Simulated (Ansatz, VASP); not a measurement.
# Two plane-wave programs on NbP

```
Nb P
1.0
     4.16413    0.00000    0.00000
     0.00000    4.16413    0.00000
     0.00000    0.00000    5.88897
Nb P
2 2
Direct
  0.00000 0.50000 0.00000
  0.50000 0.00000 0.50000
  0.50000 0.50000 0.25000
  0.50000 0.50000 0.75000
```

Change from the starting cell: ordered vacancies on the anion sites of fluorite (P4_2/mmc, No. 131).

Alike in both runs: task single point; functional PBE; k mesh 4 × 4 × 4; occupations gaussian, width 0.1 eV; no spin polarisation.

|  | VASP | Ansatz |
| --- | --- | --- |
| version | VASP 6.6.1 | Ansatz 0.2.0 |
| potentials or method | VASP PAW PBE potentials, release 64 (Nb_sv, P), cutoff 500 eV | scalar-relativistic, plane waves, PAW |
| valence electrons in the cell | 36 | 36 |

|  | VASP | Ansatz | Ansatz less VASP |
| --- | --- | --- | --- |
| gap on the k mesh at the Fermi level (eV) | none | none | - |
| pressure (GPa) | -10.3 | -10.2 | +0.15 |
| traceless stress, the component that is largest in VASP (GPa) | -1.16 | -1.18 | -0.025 |

A gap of «none» marks a metal or a gap that the smearing closes.

The k mesh is coarse, so the values compare programs but aren't converged.
